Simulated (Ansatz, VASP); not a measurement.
## Cu3N in VASP and in Ansatz

```
Cu N
1.0
     3.71865    0.00000    0.00000
     0.00000    3.71865    0.00000
     0.00000    0.00000    3.71865
Cu N
3 1
Direct
  0.50000 0.00000 0.00000
  0.00000 0.50000 0.00000
  0.00000 0.00000 0.50000
  0.00000 0.00000 0.00000
```

Alike in both runs: functional LDA; k mesh 8 × 8 × 8; occupations fermi-dirac, width 0.1 eV; no spin polarisation.

Ansatz relaxed the structure, and its values are those at the end. VASP's run is a single point on that final structure, the one shown.

|  | VASP | Ansatz |
| --- | --- | --- |
| version | VASP 6.6.1 | Ansatz 0.2.0 |
| potentials or method | VASP PAW LDA potentials, release 64 (Cu, N), cutoff 600 eV | PAW plane waves |
| valence electrons in the cell | 38 | 62 |

|  | VASP | Ansatz | Ansatz less VASP |
| --- | --- | --- | --- |
| gap on the k mesh at the Fermi level (eV) | none | none | - |
| pressure (GPa) | 1.2 | 0.0 | -1.17 |

Ansatz warns that its potentials were made for another functional, while VASP's fit it. LDA's correlation is that of Perdew and Zunger in VASP and of Perdew and Wang (1992) in Ansatz. A gap of «none» marks a metal or a gap that the smearing closes. VASP's potentials hold 38 valence electrons a cell and Ansatz's 62, so a difference there can come from the potentials and not from the codes.
